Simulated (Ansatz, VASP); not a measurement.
Two plane-wave programs on HfB2

```
CELL_PARAMETERS angstrom
3.14000 0.00000 0.00000
-1.57000 2.71932 0.00000
0.00000 0.00000 3.48000
ATOMIC_POSITIONS crystal
Hf 0.00000 0.00000 0.00000
B 0.33333 0.66667 0.50000
B 0.66667 0.33333 0.50000
```

Alike in both runs: task single point; functional PBEsol; k mesh 10 × 10 × 8; occupations gaussian, width 0.05 eV; no spin polarisation.

|  | VASP | Ansatz |
| --- | --- | --- |
| version | VASP 6.6.1 | Ansatz 0.2.0 |
| potentials or method | VASP PAW PBE potentials, release 64 (Hf_pv, B) | plane waves, PAW |
| plane-wave cutoff (eV) | 520 | 420 |
| valence electrons in the cell | 16 | 32 |

VASP gave:

* pressure (GPa): -4.4
* traceless stress, the component that is largest in VASP (GPa): -0.39

Task: What did Ansatz give for the same quantities?

Result: Pressure (GPa): -4.3; traceless stress, the component that is largest in VASP (GPa): -0.55.

VASP's potentials were made for PBE, not for PBEsol. With one functional, cell and mesh, what is left measures potentials, basis and numerics. VASP's potentials hold 16 valence electrons a cell and Ansatz's 32, so a difference there can come from the potentials and not from the codes. Ansatz's warnings: stress scf threshold loose.

Neither program's run includes spin-orbit coupling.
